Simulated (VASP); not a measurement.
Write the native input for VASP 6.6.1 that does the following.

| Quantity | Value |
| --- | --- |
| Task | relaxation of cell and atoms |
| Functional | PBEsol |
| Potentials or basis | VASP PAW PBE potentials, release 64 (N, B) |
| Cutoff | 600 eV |
| k mesh | 12 × 12 × 4 |
| Occupations | fermi-dirac, width 0.05 eV |
| Spin | no spin polarisation |
| Target pressure | 5 GPa |
| Dipole correction | no |
| Further INCAR settings | ALGO = Normal; EDIFF = 1e-06; IBRION = 2; EDIFFG = -0.02; NSW = 80; ISIF = 3 |

The structure of BN lies in POSCAR:

```
BN
1.0
    2.4982400000      0.0000000000      0.0000000000
   -1.2491200000      2.1635393048      0.0000000000
    0.0000000000      0.0000000000      6.6357000000
N B
2 2
Direct
    0.6666666667      0.3333333333      0.2500000000
    0.3333333333      0.6666666667      0.7500000000
    0.6666666667      0.3333333333      0.7500000000
    0.3333333333      0.6666666667      0.2500000000
```

One way to write it, as run:

INCAR

```
PREC = Accurate
ENCUT = 600
EDIFF = 1E-6
ISMEAR = -1
SIGMA = 0.05
LREAL = F
LASPH = T
NELM = 80
ALGO = Normal
ISIF = 3
LWAVE = F
LCHARG = F
GGA = PS
IBRION = 2
NSW = 80
EDIFFG = -0.02
PSTRESS = 50.0
```

KPOINTS

```
Automatic mesh
0
Gamma
  12 12 4
```

Potentials or basis: VASP PAW PBE potentials, release 64 (N, B).

Launch:

```sh
$ cat potpaw_PBE.64/N/POTCAR potpaw_PBE.64/B/POTCAR > POTCAR
$ mpirun -np 1 vasp_std > vasp.out
```

It gave:

```json
{"Relaxed volume": "8.10 Å³/atom", "Relaxed cell": "a = 2.496 Å, b = 2.496 Å, c = 6.007 Å, α = 90.00°, β = 90.00°, γ = 120.00°", "Space group after relaxing (to 0.05 Å)": "P6_3/mmc (No. 194)", "Energy change on relaxing (the enthalpy is what falls)": "+13.1 meV/atom", "Ionic steps": "11", "Pressure after relaxing": "5.0 GPa", "Band gap on the k mesh": "3.99 eV, indirect (least direct gap 4.28 eV)"}
```

Caveat: the cell is relaxed towards a set pressure, so the enthalpy falls and the energy may rise; the PAW data sets were made with another functional, which shifts forces and pressure a little; this functional lacks dispersion, which binds the layers, so the pressure and a relaxed spacing across them are unreliable.

Wall time 2.6 min on 1 thread of Intel(R) Xeon(R) Platinum 8259CL CPU @ 2.50GHz (Skylake/Cascade Lake), with other jobs on the host, peak memory 0.16 GiB.
